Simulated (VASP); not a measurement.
# ZnSn2N2 (P6/mmm) in VASP: a series of runs

ZnSn2N2 is run at these levels: PBE; tasks: single point, relaxation of cell and atoms.

Program: VASP 6.6.1. These are calculated values, not measurements. Logs are shortened: lines on timing, memory, paths and dates and some standing lists are left out, and cuts for length are marked.

**1. The cell of the first run**

Symmetry: P6/mmm, No. 191, hexagonal system. The conventional cell has a = 4.707 Å, b = 4.707 Å, c = 4.522 Å, α = 90.00°, β = 90.00°, γ = 120.00°. Zn (site symmetry 6/mmm) has 6 N at 2.72 Å and 12 Sn at 3.53 Å within 3.6 Å. Within 3.0 Å of Sn (site symmetry -6m2) lie 2 N at 2.26 Å and 3 Sn at 2.72 Å. Within 3.0 Å of N (site symmetry -6m2) lie 2 Sn at 2.26 Å and 3 N at 2.72 Å and 3 Zn at 2.72 Å.

The cell was generated, and may not be a known phase.

**2. Single point, PBE**

File INCAR:

```
SYSTEM = ZnSn2N2
PREC     = Accurate       ! precision mode
ENCUT    = 520            ! plane-wave cutoff, eV
EDIFF    = 1E-6           ! SCF threshold, eV
ISMEAR   = 0              ! smearing method
SIGMA    = 0.1            ! smearing width, eV
LREAL    = .FALSE.        ! projectors in reciprocal space
LASPH    = .TRUE.         ! aspherical terms in the spheres
NELM     = 60             ! most SCF steps
ALGO     = Normal         ! electronic algorithm
ISIF     = 2              ! what is computed and relaxed
LWAVE    = .FALSE.        ! write WAVECAR
LCHARG   = .TRUE.         ! write CHGCAR
GGA      = PE             ! functional
LELF     = .TRUE.         ! ELF
LVHAR    = .TRUE.       
NBANDS   = 33             ! bands
```

File KPOINTS:

```
Automatic mesh
0
G
  6 6 4
  0 0 0
```

File POSCAR:

```
ZnSn2N2
1.0
    4.7068139757     -0.0000000032      0.0000000000
   -2.3534069851      4.0762204754      0.0000000000
    0.0000000000      0.0000000000      4.5216414052
Zn Sn N
1 2 2
Direct
    0.0000000000      0.0000000000      0.0000000000
    0.3333333333      0.6666666667      0.5000000000
    0.6666666667      0.3333333333      0.5000000000
    0.3333333333      0.6666666667      0.0000000000
    0.6666666667      0.3333333333      0.0000000000
```

Potentials or basis: VASP PAW PBE potentials, release 64 (Zn, Sn_d, N).

Run with:

```sh
cat potpaw_PBE.64/Zn/POTCAR potpaw_PBE.64/Sn_d/POTCAR potpaw_PBE.64/N/POTCAR > POTCAR
mpirun -np 1 vasp_std > vasp.out
```

OUTCAR:

```text
SYSTEM = ZnSn2N2
   PREC = Accurate
   ENCUT = 520
   EDIFF = 1E-6
   ISMEAR = 0
   LREAL = .FALSE.
   LASPH = .TRUE.
   NELM = 60
   ISIF = 2
   GGA = PE

 ion  position               nearest neighbor table
   1  0.000  0.000  0.000-
   2  0.333  0.667  0.500-   4 2.26   4 2.26   3 2.72   3 2.72   3 2.72
   3  0.667  0.333  0.500-   5 2.26   5 2.26   2 2.72   2 2.72   2 2.72
   4  0.333  0.667  0.000-   2 2.26   2 2.26
   5  0.667  0.333  0.000-   3 2.26   3 2.26

  LATTYP: Found a hexagonal cell.
 ALAT       =     4.7068139757
 C/A-ratio  =     0.9606586172

  Lattice vectors:

 A1 = (   4.7068139757,  -0.0000000032,   0.0000000000)
 A2 = (  -2.3534069851,   4.0762204754,   0.0000000000)
 A3 = (   0.0000000000,   0.0000000000,   4.5216414052)

Analysis of symmetry for initial positions (statically):
=====================================================================
 Subroutine PRICEL returns:
 Original cell was already a primitive cell.

 Routine SETGRP: Setting up the symmetry group for a
 hexagonal supercell.

 Subroutine GETGRP returns: Found 24 space group operations
 (whereof 24 operations were pure point group operations)
 out of a pool of 24 trial point group operations.

The static configuration has the point symmetry D_6h.

Analysis of symmetry for dynamics (positions and initial velocities):
=====================================================================
 Subroutine PRICEL returns:
 Original cell was already a primitive cell.

 Routine SETGRP: Setting up the symmetry group for a
 hexagonal supercell.

 Subroutine GETGRP returns: Found 24 space group operations
 (whereof 24 operations were pure point group operations)
 out of a pool of 24 trial point group operations.

The dynamic configuration has the point symmetry D_6h.

 Subroutine INISYM returns: Found 24 space group operations
 (whereof 24 operations are pure point group operations),
 and found     1 'primitive' translations

----------------------------------------------------------------------------------------

                                     Primitive cell

  volume of cell :      86.7523

[... 85 lines left out ...]
   LNONCOLLINEAR =      F non collinear calculations
   LSORBIT =      F    spin-orbit coupling
   LASPH  =      T    aspherical Exc in radial PAW
   ENCUT  =  520.0 eV  38.22 Ry    6.18 a.u.   8.75  8.75  8.41*2*pi/ulx,y,z
   NELM   =     60;   NELMIN=  2; NELMDL= -5     # of ELM steps
   EDIFF  = 0.1E-05   stopping-criterion for ELM
   LREAL  =      F    real-space projection
   EDIFFG = 0.1E-04   stopping-criterion for IOM
   NSW    =      0    number of steps for IOM
   IBRION =     -1    ionic relax: 0-MD 1-quasi-New 2-CG
   NFREE  =      0    steps in history (QN), initial steepest desc. (CG)
   ISIF   =      2    stress and relaxation
   ISYM   =      2    0-nonsym 1-usesym 2-fastsym
   POTIM  = 0.5000    time-step for ionic-motion
   TEBEG  =    0.0;   TEEND  =   0.0 temperature during run
   PSTRESS=    0.0 pullay stress
   NELECT =      50.0000    total number of electrons
   NUPDOWN=      -1.0000    fix difference up-down
   EMIN   =  10.00;   EMAX   =-10.00  energy-range for DOS
   EFERMI =   0.00;   METHOD = LEGACY
   ISMEAR =     0;   SIGMA  =   0.10  broadening in eV -4-tet -1-fermi 0-gaus
   EFERMI_NEDOS =   21; number of points for ismear=-14 and -15
   IALGO  =     38    algorithm
   IMIX   =      4    mixing-type and parameters
     AMIX     =   0.40;   BMIX     =  1.00
     AMIX_MAG =   1.60;   BMIX_MAG =  1.00
  volume/ion in A,a.u.               =      17.35       117.09
  Fermi-wavevector in a.u.,A,eV,Ry     =   1.362400  2.574562 25.254224  1.856133
  Thomas-Fermi vector in A             =   2.488893
   LORBIT       =      0    0 simple, 1 ext, 2 COOP (PROOUT), +10 PAW based schemes
   GGA     = PE    functional components
   LHFCALC =     F    Hartree Fock is set to
   AEXX    =    0.0000 exact exchange contribution
   IVDW    =     0    specifies the selected vdW correction
   LEPSILON=     F    determine dielectric tensor
   LRPA    =     F    only Hartree local field effects (RPA)
 non-spin polarized calculation
 Gauss-broadening in eV      SIGMA  =   0.10
  energy-cutoff  :      520.00
  volume of cell :       86.75
 maximum number of plane-waves:      2363
 NGX is ok and might be reduce to    36
   NGX = 17   NGY = 17   NGZ = 17

 number of electron      50.0000004 magnetization

 Free energy of the ion-electron system (eV)
  ---------------------------------------------------
  ext. energy  EPLUGINS =         0.00000000
  ---------------------------------------------------
  free energy    TOTEN  =       -18.86636573 eV

  energy without entropy =      -18.84956993  energy(sigma->0) =      -18.85796783

 E-fermi :   5.7539     XC(G=0): -10.6760

 val. band max:        5.7374152426   @ k =   0.5000   0.0000   0.0000
 cond. band min:       5.7600986861   @ k =   0.0000   0.0000   0.5000
 fundamental gap:      0.0226834434
 Fermi energy:         5.7538502311

 k-point     1 :       0.0000    0.0000    0.0000
  band No.  band energies     occupation
      1     -15.5871      2.00000
      2     -15.5029      2.00000
      3     -15.5029      2.00000
      4     -15.3785      2.00000
      5     -15.3785      2.00000
      6     -15.2494      2.00000
[... 745 lines left out ...]
     32      10.9552      0.00000
     33      14.0949      0.00000

------------------------ aborting loop because EDIFF is reached ----------------------------------------

  FORCE on cell =-STRESS in cart. coord.  units (eV):
  Direction    XX          YY          ZZ          XY          YZ          ZX
  --------------------------------------------------------------------------------------
  -------------------------------------------------------------------------------------
  Total        0.0530896      0.0530896      0.0790157     -0.0000000     -0.0000000     -0.0000000
  in kB        0.9804809      0.9804809      1.4592950     -0.0000000     -0.0000000     -0.0000000
  external PRESSURE =       1.1400856 kB  Pullay stress =       0.0000000 kB

 VOLUME and BASIS-vectors are now :
 -----------------------------------------------------------------------------
  energy-cutoff  :      520.00
  volume of cell :       86.75
      direct lattice vectors                 reciprocal lattice vectors
     4.706813976 -0.000000003  0.000000000     0.212457940  0.122662649  0.000000000
    -2.353406985  4.076220475  0.000000000     0.000000000  0.245325297  0.000000000
     0.000000000  0.000000000  4.521641405     0.000000000  0.000000000  0.221158626

 POSITION                                       TOTAL-FORCE (eV/Angst)
 -----------------------------------------------------------------------------------
      0.00000      0.00000      0.00000         0.000000      0.000000      0.000000
      0.00000      2.71748      2.26082         0.000000      0.000000      0.000000
      2.35341      1.35874      2.26082         0.000000     -0.000000     -0.000000
      0.00000      2.71748      0.00000        -0.000000      0.000000      0.000000
      2.35341      1.35874      0.00000         0.000000     -0.000000      0.000000
 -----------------------------------------------------------------------------------
    total drift:                                0.000000      0.000000     -0.000000

  FREE ENERGIE OF THE ION-ELECTRON SYSTEM (eV)
  ---------------------------------------------------
  free  energy   TOTEN  =       -18.8663657303 eV

  energy  without entropy=      -18.8495699350  energy(sigma->0) =      -18.85796783
```

OSZICAR:

```text
N       E                     dE             d eps       ncg     rms          rms(c)
DAV:   1     0.480892095584E+03    0.48089E+03   -0.24983E+04  1411   0.232E+03
DAV:   2     0.506484000096E+02   -0.43024E+03   -0.41397E+03  1394   0.541E+02
DAV:   3    -0.185672330151E+02   -0.69216E+02   -0.66611E+02  1658   0.185E+02
DAV:   4    -0.225353551214E+02   -0.39681E+01   -0.37975E+01  1580   0.465E+01
DAV:   5    -0.226440323225E+02   -0.10868E+00   -0.10849E+00  1743   0.780E+00    0.127E+01
DAV:   6    -0.219997206780E+02    0.64431E+00   -0.44066E+01  2075   0.562E+01    0.115E+01
DAV:   7    -0.190485592465E+02    0.29512E+01   -0.79795E+00  1716   0.170E+01    0.464E+00
DAV:   8    -0.188918951602E+02    0.15666E+00   -0.22656E+00  1912   0.720E+00    0.151E+00
DAV:   9    -0.188750222930E+02    0.16873E-01   -0.18850E-01  1644   0.277E+00    0.786E-01
DAV:  10    -0.188701827333E+02    0.48396E-02   -0.11474E-02  1749   0.797E-01    0.548E-01
DAV:  11    -0.188664953540E+02    0.36874E-02   -0.83940E-03  1891   0.651E-01    0.131E-01
DAV:  12    -0.188663613781E+02    0.13398E-03   -0.18390E-03  1796   0.216E-01    0.535E-02
DAV:  13    -0.188664026033E+02   -0.41225E-04   -0.14277E-04  1771   0.806E-02    0.483E-02
DAV:  14    -0.188663732238E+02    0.29380E-04   -0.28924E-05  1926   0.453E-02    0.228E-02
DAV:  15    -0.188663656732E+02    0.75506E-05   -0.35094E-05  1731   0.328E-02    0.232E-03
DAV:  16    -0.188663657303E+02   -0.57025E-07   -0.31234E-06  1283   0.105E-02
   1 F= -.18866366E+02 E0= -.18857968E+02  d E =-.167958E-01
```

stdout:

```text
POSCAR found type information on POSCAR ZnSnN
 POSCAR found :  3 types and       5 ions
 scaLAPACK will be used
 LDA part: xc-table for (Slater+PW92), standard interpolation
 POSCAR, INCAR and KPOINTS ok, starting setup
 FFT: planning ... GRIDC
 FFT: planning ... GRID_SOFT
 FFT: planning ... GRID
 WAVECAR not read
 entering main loop
```

Wall time 1.9 min (1 thread of Intel Xeon 8259CL, shared host); peak memory 0.24 GiB.

What came out:

| Item | Value |
| --- | --- |
| Free energy | -18.8664 eV |
| Pressure | 0.1 GPa |
| Band gap on the k mesh | zero (bands 25 and 26 overlap by 1.20 eV) |

Levels at points of the mesh, in eV from the Fermi level:
| k point | band 23 | band 24 | band 25 | band 26 | band 27 | band 28 |
| --- | --- | --- | --- | --- | --- | --- |
| (0.00, 0.00, 0.00) | -1.40 | -1.40 | -0.81 | 0.45 | 0.97 | 0.97 |
| (0.50, 0.00, 0.00) | -3.13 | -0.63 | -0.02 | 0.22 | 0.74 | 3.50 |
| (0.00, 0.00, 0.50) | -0.89 | -0.89 | -0.78 | -0.78 | 0.01 | 2.93 |
| (0.50, 0.00, 0.50) | -1.61 | -0.67 | 0.42 | 0.43 | 1.62 | 2.37 |

Caveat: spin-orbit coupling is left out, which moves the levels of the heavy elements.

(Part 1 of 2 ends here.)

The gap in the log of VASP goes by the Fermi energy; the results here count the filled bands.